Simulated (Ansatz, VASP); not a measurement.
Two plane-wave programs on O

```
O
1.0
     9.00000    0.00000    0.00000
     0.00000    9.50000    0.00000
     0.00000    0.00000   10.00000
O
2
Direct
  0.50000 0.50000 0.43850
  0.50000 0.50000 0.56150
```

Alike in both runs: task relaxation of the atoms; functional PBEsol; k mesh 1 × 1 × 1; collinear spin.

```csv
,VASP,Ansatz
version,VASP 6.6.1,Ansatz 0.2.0
potentials or method,"VASP PAW PBE potentials, release 64 (O), cutoff 520 eV","plane waves, PAW"
occupations,"methfessel-paxton of order 1, width 0.05 eV","cold, width 0.05 eV"
valence electrons in the cell,12,12
```

VASP gave:

```
gap on the k mesh at the Fermi level, each at its own relaxed structure (eV) : 2.26
net moment per atom (μB)                                                     : 1.00
size of the moment on the site where the two differ most (μB)                : 0.81
```

Question: Which values does Ansatz return?

Answer: gap on the k mesh at the Fermi level, each at its own relaxed structure (eV): 2.25; net moment per atom (μB): 1.00; size of the moment on the site where the two differ most (μB): 0.55.

VASP's potentials were made for PBE, not for PBEsol. Site moments also hang on the region over which each program counts them. Ansatz's warnings: end state compared, stress scf threshold loose.

Noted on VASP's run: the standard files for N, O and F lose accuracy on very short bonds.
